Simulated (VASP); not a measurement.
# Ta (Im-3m) in VASP: a series of runs

Runs on Ta. Level: PBE. Tasks: single point.

Everything below comes from runs of VASP 6.6.1. Logs are shortened: lines on timing, memory, paths and dates and some standing lists are left out, and cuts for length are marked.

## Step 1: The cell of the first run

It takes space group Im-3m (No. 229, cubic). Conventional cell: a = 3.321 Å, b = 3.321 Å, c = 3.321 Å, α = 90.00°, β = 90.00°, γ = 90.00°. Ta (site symmetry m-3m) has 14 Ta at 2.88 to 3.32 Å within 3.8 Å.

## Step 2: Single point, PBE

Input file INCAR:

```
PREC = Accurate ; ENCUT = 520
EDIFF = 1E-6 ; ISMEAR = 0
SIGMA = 0.1 ; LREAL = F
LASPH = T ; NELM = 80
ALGO = Normal ; ISIF = 2
LWAVE = F ; LCHARG = F
GGA = PE ; NBANDS = 12
```

Input file KPOINTS:

```
Automatic mesh
0
Gamma
  13 13 13
```

Input file POSCAR:

```
Ta
1.0
   -1.6607181506      1.6607181506      1.6607181506
    1.6607181506     -1.6607181506      1.6607181506
    1.6607181506      1.6607181506     -1.6607181506
Ta
1
Direct
    0.0000000000      0.0000000000      0.0000000000
```

Potentials or basis: VASP PAW PBE potentials, release 64 (Ta_pv).

On the command line:

```sh
$ cat potpaw_PBE.64/Ta_pv/POTCAR > POTCAR
$ mpirun -np 1 vasp_std > vasp.out
```

OUTCAR:

```text
PREC = Accurate
   ENCUT = 520
   EDIFF = 1E-6
   ISMEAR = 0
   LREAL = F
   LASPH = T
   NELM = 80
   ISIF = 2
   GGA = PE

 ion  position               nearest neighbor table
   1  0.000  0.000  0.000-

  LATTYP: Found a body centered cubic cell.
 ALAT       =     3.3214363012

  Lattice vectors:

 A1 = (  -1.6607181506,   1.6607181506,   1.6607181506)
 A2 = (   1.6607181506,  -1.6607181506,   1.6607181506)
 A3 = (   1.6607181506,   1.6607181506,  -1.6607181506)

Analysis of symmetry for initial positions (statically):
=====================================================================
 Subroutine PRICEL returns:
 Original cell was already a primitive cell.

 Routine SETGRP: Setting up the symmetry group for a
 body centered cubic supercell.

 Subroutine GETGRP returns: Found 48 space group operations
 (whereof 48 operations were pure point group operations)
 out of a pool of 48 trial point group operations.

The static configuration has the point symmetry O_h .

Analysis of symmetry for dynamics (positions and initial velocities):
=====================================================================
 Subroutine PRICEL returns:
 Original cell was already a primitive cell.

 Routine SETGRP: Setting up the symmetry group for a
 body centered cubic supercell.

 Subroutine GETGRP returns: Found 48 space group operations
 (whereof 48 operations were pure point group operations)
 out of a pool of 48 trial point group operations.

The dynamic configuration has the point symmetry O_h .

 Subroutine INISYM returns: Found 48 space group operations
 (whereof 48 operations are pure point group operations),
 and found     1 'primitive' translations

----------------------------------------------------------------------------------------

                                     Primitive cell

  volume of cell :      18.3209

  direct lattice vectors                    reciprocal lattice vectors
    -1.660718151  1.660718151  1.660718151     0.000000000  0.301074568  0.301074568
     1.660718151 -1.660718151  1.660718151     0.301074568  0.000000000  0.301074568
     1.660718151  1.660718151 -1.660718151     0.301074568  0.301074568  0.000000000

  length of vectors
     2.876448214  2.876448214  2.876448214     0.425783738  0.425783738  0.425783738

  position of ions in fractional coordinates (direct lattice)
     0.000000000  0.000000000  0.000000000

  ion indices of the primitive-cell ions
   primitive index   ion index
                 1           1

----------------------------------------------------------------------------------------

 KPOINTS: Automatic mesh

Automatic generation of k-mesh.
 Grid dimensions read from file:
 generate k-points for:   13   13   13

 Generating k-lattice:

  Cartesian coordinates                     Fractional coordinates (reciprocal lattice)
     0.000000000  0.023159582  0.023159582     0.076923077  0.000000000  0.000000000
     0.023159582  0.000000000  0.023159582     0.000000000  0.076923077  0.000000000
     0.023159582  0.023159582  0.000000000     0.000000000  0.000000000  0.076923077

  Length of vectors
     0.032752595  0.032752595  0.032752595

  Shift w.r.t. Gamma in fractional coordinates (k-lattice)
     0.000000000  0.000000000  0.000000000

 Subroutine IBZKPT returns following result:
 ===========================================

 Found     84 irreducible k-points:

 Following reciprocal coordinates:
            Coordinates               Weight
  0.000000  0.000000  0.000000      1.000000
  0.076923  0.000000  0.000000     12.000000
  0.153846  0.000000  0.000000     12.000000
  0.230769  0.000000  0.000000     12.000000
  0.307692  0.000000  0.000000     12.000000
  0.384615  0.000000  0.000000     12.000000
[... 16 lines left out ...]
  0.153846  0.076923  0.076923     24.000000
  0.230769  0.076923  0.076923     24.000000
 [... further k-points ...]
   k-points           NKPTS =     84   k-points in BZ     NKDIM =     84   number of bands    NBANDS=     12
   number of dos      NEDOS =    301   number of ions     NIONS =      1
   total plane-waves  NPLWV =  13824
   dimension x,y,z NGX =    24 NGY =   24 NGZ =   24
   dimension x,y,z NGXF=    48 NGYF=   48 NGZF=   48
   ions per type =               1
   NGX,Y,Z   is equivalent  to a cutoff of  13.87, 13.87, 13.87 a.u.
   NGXF,Y,Z  is equivalent  to a cutoff of  27.74, 27.74, 27.74 a.u.
 SYSTEM =  unknown system
   PREC   = accura    normal or accurate (medium, high low for compatibility)
   ISTART =      0    job   : 0-new  1-cont  2-samecut
   ICHARG =      2    charge: 1-file 2-atom 10-const
   ISPIN  =      1    spin polarized calculation?
   LNONCOLLINEAR =      F non collinear calculations
   LSORBIT =      F    spin-orbit coupling
   LASPH  =      T    aspherical Exc in radial PAW
   ENCUT  =  520.0 eV  38.22 Ry    6.18 a.u.   5.35  5.35  5.35*2*pi/ulx,y,z
   NELM   =     80;   NELMIN=  2; NELMDL= -5     # of ELM steps
   EDIFF  = 0.1E-05   stopping-criterion for ELM
   LREAL  =      F    real-space projection
   EDIFFG = 0.1E-04   stopping-criterion for IOM
   NSW    =      0    number of steps for IOM
   IBRION =     -1    ionic relax: 0-MD 1-quasi-New 2-CG
   NFREE  =      0    steps in history (QN), initial steepest desc. (CG)
   ISIF   =      2    stress and relaxation
   ISYM   =      2    0-nonsym 1-usesym 2-fastsym
   POTIM  = 0.5000    time-step for ionic-motion
   TEBEG  =    0.0;   TEEND  =   0.0 temperature during run
   PSTRESS=    0.0 pullay stress
   NELECT =      11.0000    total number of electrons
   NUPDOWN=      -1.0000    fix difference up-down
   EMIN   =  10.00;   EMAX   =-10.00  energy-range for DOS
   EFERMI =   0.00;   METHOD = LEGACY
   ISMEAR =     0;   SIGMA  =   0.10  broadening in eV -4-tet -1-fermi 0-gaus
   EFERMI_NEDOS =   21; number of points for ismear=-14 and -15
   IALGO  =     38    algorithm
   IMIX   =      4    mixing-type and parameters
     AMIX     =   0.40;   BMIX     =  1.00
     AMIX_MAG =   1.60;   BMIX_MAG =  1.00
  volume/ion in A,a.u.               =      18.32       123.64
  Fermi-wavevector in a.u.,A,eV,Ry     =   1.381094  2.609889 25.952020  1.907420
  Thomas-Fermi vector in A             =   2.505910
   LORBIT       =      0    0 simple, 1 ext, 2 COOP (PROOUT), +10 PAW based schemes
   GGA     = PE    functional components
   LHFCALC =     F    Hartree Fock is set to
   AEXX    =    0.0000 exact exchange contribution
   IVDW    =     0    specifies the selected vdW correction
   LEPSILON=     F    determine dielectric tensor
   LRPA    =     F    only Hartree local field effects (RPA)
 non-spin polarized calculation
 Gauss-broadening in eV      SIGMA  =   0.10
  energy-cutoff  :      520.00
  volume of cell :       18.32
 maximum number of plane-waves:       531
 NGX is ok and might be reduce to    24
   NGX = 11   NGY = 11   NGZ = 11

 number of electron      11.0000000 magnetization

 Free energy of the ion-electron system (eV)
  ---------------------------------------------------
  ext. energy  EPLUGINS =         0.00000000
  ---------------------------------------------------
  free energy    TOTEN  =       -11.81617419 eV

  energy without entropy =      -11.80893521  energy(sigma->0) =      -11.81255470

 E-fermi :   5.3208     XC(G=0): -12.5327

 val. band max:        5.3073899435   @ k =  -0.3846   0.4615   0.1538
 cond. band min:       5.3548007655   @ k =   0.2308   0.0000   0.0000
 fundamental gap:      0.0474108220
 Fermi energy:         5.3207809019

 k-point     1 :       0.0000    0.0000    0.0000
  band No.  band energies     occupation
      1     -27.7979      2.00000
      2     -27.7979      2.00000
      3     -27.7979      2.00000
      4      -2.5012      2.00000
      5       6.0795      0.00000
      6       6.0795      0.00000
      7       6.0795      0.00000
      8       9.2929      0.00000
      9       9.2929      0.00000
     10      19.9764      0.00000
     11      20.2803      0.00000
     12      20.2803      0.00000

 k-point     2 :       0.0769    0.0000    0.0000
  band No.  band energies     occupation
      1     -27.8667      2.00000
      2     -27.8192      2.00000
      3     -27.7982      2.00000
      4      -2.2433      2.00000
      5       5.9136      0.00000
      6       6.0273      0.00000
      7       6.3325      0.00000
      8       9.0362      0.00000
      9       9.2945      0.00000
     10      19.9762      0.00000
     11      20.5064      0.00000
     12      20.7332      0.00000

 k-point     3 :       0.1538    0.0000    0.0000
  band No.  band energies     occupation
      1     -28.0536      2.00000
      2     -27.8777      2.00000
      3     -27.7992      2.00000
      4      -1.5207      2.00000
      5       5.4879      0.01812
      6       5.7804      0.00000
      7       7.0767      0.00000
      8       8.6620      0.00000
      9       9.3240      0.00000
     10      19.9756      0.00000
     11      20.9316      0.00000
     12      22.0119      0.00000

 k-point     4 :       0.2308    0.0000    0.0000
  band No.  band energies     occupation
      1     -28.3083      2.00000
      2     -27.9591      2.00000
      3     -27.8006      2.00000
      4      -0.5050      2.00000
      5       4.9552      2.00000
      6       5.3548      0.63044
      7       8.2645      0.00000
      8       8.6599      0.00000
      9       9.4316      0.00000
     10      19.9733      0.00000
     11      20.6582      0.00000
     12      22.2480      0.00000

 k-point     5 :       0.3077    0.0000    0.0000
  band No.  band energies     occupation
      1     -28.5684      2.00000
      2     -28.0442      2.00000
      3     -27.8021      2.00000
      4       0.4522      2.00000
      5       4.4546      2.00000
      6       5.2191      1.84939
      7       8.9472      0.00000
      8       9.6438      0.00000
      9       9.7994      0.00000
     10      19.4098      0.00000
     11      19.9398      0.00000
     12      20.3387      0.00000

 k-point     6 :       0.3846    0.0000    0.0000
  band No.  band energies     occupation
      1     -28.7767      2.00000
      2     -28.1138      2.00000
      3     -27.8034      2.00000
      4       0.9435      2.00000
      5       4.0785      2.00000
      6       5.8074      0.00000
      7       9.2063      0.00000
      8       9.9218      0.00000
      9      11.4739      0.00000
     10      18.1077      0.00000
     11      18.2504      0.00000
     12      19.9876      0.00000

 k-point     7 :       0.4615    0.0000    0.0000
  band No.  band energies     occupation
      1     -28.8916      2.00000
      2     -28.1527      2.00000
      3     -27.8041      2.00000
      4       1.0425      2.00000
      5       3.8790      2.00000
      6       6.6902      0.00000
      7       9.1963      0.00000
      8      10.1375      0.00000
      9      12.7696      0.00000
     10      16.9763      0.00000
     11      17.3192      0.00000
     12      19.9842      0.00000

 k-point     8 :       0.0769    0.0769    0.0000
  band No.  band energies     occupation
      1     -27.9955      2.00000
      2     -27.8422      2.00000
      3     -27.8148      2.00000
      4      -1.7510      2.00000
      5       5.6860      0.00000
      6       5.7815      0.00000
      7       6.8668      0.00000
      8       8.6627      0.00000
      9       9.3725      0.00000
     10      19.9758      0.00000
     11      20.8813      0.00000
     12      21.6113      0.00000
[... 166 lines left out ...]
 k-point    20 :       0.3846    0.2308    0.0000
  band No.  band energies     occupation
      1     -28.7323      2.00000
      2     -28.3714      2.00000
      3     -27.9240      2.00000
      4       2.4545      2.00000
      5       4.0144      2.00000
      6       5.0866      1.99907
      7       9.1546      0.00000
      8      10.2912      0.00000
      9      14.6894      0.00000
     10      15.1981      0.00000
     11      18.6774      0.00000
     12      19.9811      0.00000

 k-point    21 :       0.3077    0.3077    0.0000
  band No.  band energies     occupation
      1     -28.6469      2.00000
      2     -28.4772      2.00000
      3     -27.9369      2.00000
      4       2.8647      2.00000
      5       4.0936      2.00000
      6       4.6150      2.00000
      7       9.5212      0.00000
      8       9.9918      0.00000
      9      14.1767      0.00000
     10      16.0842      0.00000
     11      18.1279      0.00000
     12      19.9808      0.00000

 k-point    22 :       0.0769    0.0769    0.0769
  band No.  band energies     occupation
      1     -28.1800      2.00000
      2     -27.8464      2.00000
      3     -27.8464      2.00000
      4      -1.0701      2.00000
      5       5.2749      1.48321
      6       5.2749      1.48321
      7       7.8565      0.00000
      8       9.0272      0.00000
      9       9.0272      0.00000
     10      19.9751      0.00000
     11      21.2412      0.00000
     12      22.3730      0.00000

 k-point    23 :       0.1538    0.0769    0.0769
  band No.  band energies     occupation
      1     -28.3924      2.00000
      2     -27.9327      2.00000
      3     -27.8523      2.00000
      4      -0.0730      2.00000
      5       4.7390      2.00000
      6       4.8445      2.00000
      7       8.9145      0.00000
      8       9.2073      0.00000
      9       9.3844      0.00000
     10      19.9726      0.00000
     11      21.3005      0.00000
     12      22.1200      0.00000

 k-point    24 :       0.2308    0.0769    0.0769
  band No.  band energies     occupation
      1     -28.5935      2.00000
      2     -28.0416      2.00000
      3     -27.8587      2.00000
      4       0.9332      2.00000
      5       4.2870      2.00000
      6       4.6881      2.00000
      7       9.0981      0.00000
      8       9.7053      0.00000
      9      10.8019      0.00000
     10      19.8557      0.00000
     11      19.9302      0.00000
     12      20.0999      0.00000

 [... further k-points ...]
[... 5 lines left out ...]
  --------------------------------------------------------------------------------------
  -------------------------------------------------------------------------------------
  Total        0.0285400      0.0285400      0.0285400     -0.0000000     -0.0000000     -0.0000000
  in kB        2.4958416      2.4958416      2.4958416     -0.0000000     -0.0000000     -0.0000000
  external PRESSURE =       2.4958416 kB  Pullay stress =       0.0000000 kB

 VOLUME and BASIS-vectors are now :
 -----------------------------------------------------------------------------
  energy-cutoff  :      520.00
  volume of cell :       18.32
      direct lattice vectors                 reciprocal lattice vectors
    -1.660718151  1.660718151  1.660718151     0.000000000  0.301074568  0.301074568
     1.660718151 -1.660718151  1.660718151     0.301074568  0.000000000  0.301074568
     1.660718151  1.660718151 -1.660718151     0.301074568  0.301074568  0.000000000

 POSITION                                       TOTAL-FORCE (eV/Angst)
 -----------------------------------------------------------------------------------
      0.00000      0.00000      0.00000         0.000000     -0.000000     -0.000000
 -----------------------------------------------------------------------------------
    total drift:                               -0.000000      0.000000      0.000000

  FREE ENERGIE OF THE ION-ELECTRON SYSTEM (eV)
  ---------------------------------------------------
  free  energy   TOTEN  =       -11.8161741870 eV

  energy  without entropy=      -11.8089352106  energy(sigma->0) =      -11.81255470
```

Run time: 20 s. Hardware: 1 thread of Intel Xeon 8259CL, shared host; peak memory 0.15 GiB.

What came out:

| Item | Value |
| --- | --- |
| Free energy | -11.8162 eV |
| Pressure | 0.2 GPa |

Caveat: spin-orbit coupling is left out, which moves the levels of the heavy elements.

## Step 3: Single point, PBE

Input file INCAR:

```
ALGO = Normal ; EDIFF = 1E-6
ENCUT = 520 ; GGA = PE
ISIF = 2 ; ISMEAR = 0
LASPH = True ; LCHARG = False
LREAL = False ; LWAVE = False
NBANDS = 12 ; NELM = 80
PREC = Accurate ; SIGMA = 0.2
```

Input file KPOINTS:

```
k-points
0
Gamma
  13 13 13
```

POSCAR is that of step 2.

Potentials or basis: VASP PAW PBE potentials, release 64 (Ta_pv).

On the command line:

```sh
$ cat potpaw_PBE.64/Ta_pv/POTCAR > POTCAR
$ mpirun -np 1 vasp_std > vasp.out
```

Run time: 21 s. Hardware: 1 thread of Intel Xeon 8259CL, shared host; peak memory 0.15 GiB.

It converged, with:

```
Free energy : -11.8270 eV
Pressure    : 0.1 GPa
```

Levels at points of the mesh, in eV from the Fermi level:
```tsv
k point	band 2	band 3	band 4	band 5	band 6	band 7	band 8	band 9
(0.00, 0.00, 0.00)	-33.13	-33.13	-7.84	0.74	0.74	0.74	3.96	3.96
```

Caveat: spin-orbit coupling is left out, which moves the levels of the heavy elements.

[end of part 1 of 2]
